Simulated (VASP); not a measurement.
Runs of VASP 6.6.1 on Si. The structure is that of space group Fd-3m (No. 227), or close to it. The cells are those of the table. 

| cell | gap on the mesh (eV) | pressure (GPa) |
| --- | --- | --- |
| a = 3.797, b = 3.797, c = 3.727 Å, angles 60.6, 60.6, 58.8°, 2 atoms | 0.28 | 7.7 |
| a = 3.730, b = 3.730, c = 3.661 Å, angles 60.6, 60.6, 58.8°, 2 atoms | 0.17 | 14.8 |
| a = 3.740 Å, angles 60.0°, 2 atoms | 0.43 | (c) |
| a = 3.706 Å, angles 60.0°, 2 atoms | (a) | 14.8 |
| a = 3.954, b = 3.954, c = 3.881 Å, angles 60.6, 60.6, 58.8°, 2 atoms | (b) | -3.8 |
| a = 3.868 Å, angles 60.0°, 2 atoms | 0.62 | 0.0 |
| a = 4.016 Å, angles 60.0°, 2 atoms | 0.79 | -7.9 |
| a = 3.764, b = 3.764, c = 3.694 Å, angles 60.6, 60.6, 58.8°, 2 atoms | 0.23 | 11.0 |

Alike in all rows: task single point; level PBE; potentials or basis VASP PAW PBE potentials, release 64 (Si); no spin polarisation; k mesh 10 × 10 × 10; cutoff (eV) 520; smearing gaussian 0.05 eV.

Question: Fill in the values left out.

Answer: (a) 0.38; (b) 0.50; (c) 11.1.

A k mesh can miss the band edges.
